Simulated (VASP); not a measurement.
# Se: single point with PBE

Se:

```xyz
3
Lattice="4.5213 0.0000 0.0000 -2.2606 3.9156 0.0000 0.0000 0.0000 5.0452" Properties=species:S:1:pos:R:3 pbc="T T T"
Se    1.7660    3.0588    0.0000
Se   -0.4947    0.8568    3.3635
Se    0.9893    0.0000    1.6817
```

```yaml
Program: VASP 6.6.1
Task: single point
Functional: PBE
Potentials_or_basis: VASP PAW PBE potentials, release 64 (Se)
Cutoff: 520 eV
k_mesh: 7 × 7 × 6
Occupations: fermi-dirac, width 0.05 eV
Spin: no spin polarisation
```

| Property | Result |
| --- | --- |
| Pressure | 0.1 GPa |
| Largest force | 0.027 eV/Å |
| Band gap on the k mesh | 1.19 eV (least direct gap 1.41 eV) |

Forces in eV/Å, atoms in the order of the input:
```
Se  -0.014 -0.024  0.000
Se  -0.014  0.024  0.000
Se   0.027  0.000  0.000
```

Levels at points of the mesh, in eV from the valence-band top:
```csv
k point,band 6,band 7,band 8,band 9,band 10,band 11,band 12,band 13
"(0.00, 0.00, 0.00)",-3.40,-1.83,-1.83,-0.29,1.95,1.95,2.32,5.91
"(0.00, 0.00, 0.50)",-3.20,-1.30,-1.30,-0.93,1.36,1.40,1.40,6.52
```

Run time: 74 s on 1 thread of Intel Xeon 8259CL, on a shared host, peak memory 0.23 GiB.

A k mesh can miss the band edges.
